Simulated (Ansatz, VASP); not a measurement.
ZnMoP in VASP and in Ansatz

Contents of INCAR:

```
PREC     = Accurate       # precision mode
ENCUT    = 600            # plane-wave cutoff, eV
EDIFF    = 1E-6           # SCF threshold, eV
ISMEAR   = 0              # smearing method
SIGMA    = 0.1            # smearing width, eV
LREAL    = False          # projectors in reciprocal space
LASPH    = True           # aspherical terms in the spheres
NELM     = 60             # most SCF steps
ALGO     = Normal         # electronic algorithm
ISIF     = 3              # what is computed and relaxed
LWAVE    = False          # write WAVECAR
LCHARG   = False          # write CHGCAR
GGA      = PE             # functional
IBRION   = 2              # ionic algorithm
NSW      = 90             # ionic steps
EDIFFG   = -0.04          # ionic threshold
```

File KPOINTS:

```
regular mesh
0
Gamma
  6 6 4
```

File POSCAR:

```
ZnMoP
1.0
    4.3385822871      0.0000000000      0.0000000000
   -2.1692911436      3.7573224771      0.0000000000
    0.0000000000      0.0000000000      5.4550333104
Zn Mo P
2 2 2
Direct
    0.0000000000      0.0000000000      0.0000000000
    0.0000000000      0.0000000000      0.5000000000
    0.3333333333      0.6666666667      0.2500000000
    0.6666666667      0.3333333333      0.7500000000
    0.3333333333      0.6666666667      0.7500000000
    0.6666666667      0.3333333333      0.2500000000
```

Input for Ansatz:

```yaml
crystal:
  lattice:
    - [4.3385822871, 0.0, 0.0]
    - [-2.1692911436, 3.7573224771, 0.0]
    - [0.0, 0.0, 5.4550333104]
  atoms:
    - { symbol: Zn, position: [0.0, 0.0, 0.0] }
    - { symbol: Zn, position: [0.0, 0.0, 0.5] }
    - { symbol: Mo, position: [0.3333333333, 0.6666666667, 0.25] }
    - { symbol: Mo, position: [0.6666666667, 0.3333333333, 0.75] }
    - { symbol: P, position: [0.3333333333, 0.6666666667, 0.75] }
    - { symbol: P, position: [0.6666666667, 0.3333333333, 0.25] }
basis:
  ecutwfc: 420
kpoints:
  mp_grid: { grid: [6, 6, 4] }
hamiltonian:
  xc: pbe
scf:
  occupations: { method: gaussian, width: 0.1 }
  lower_state_search: "off"
output:
  forces: true
  stress: true
  eigenvalues: true
relax:
  adjacent_minimum: "off"
  f_tol: 0.04
  max_steps: 70
  cell: { stress_tol: 0.4 }
```

Alike in both runs: task relaxation of cell and atoms; functional PBE; k mesh 6 × 6 × 4; occupations gaussian, width 0.1 eV; no spin polarisation.

|  | VASP | Ansatz |
| --- | --- | --- |
| version | VASP 6.6.1 | Ansatz 0.2.0 |
| potentials or method | VASP PAW PBE potentials, release 64 (Zn, Mo_sv, P), cutoff 600 eV | scalar-relativistic, plane waves, PAW |
| valence electrons in the cell | 62 | 62 |

VASP gave:

- gap on the k mesh at the Fermi level, each at its own relaxed structure (eV): none
- relaxed volume (Å³/atom): 14.19
- relaxed cell length with the largest relative difference (Å): 5.076

**Question.** Which values does Ansatz return?

**Answer.** gap on the k mesh at the Fermi level, each at its own relaxed structure (eV): none; relaxed volume (Å³/atom): 14.18; relaxed cell length with the largest relative difference (Å): 5.062.

A gap of «none» marks a metal or a gap that the smearing closes.
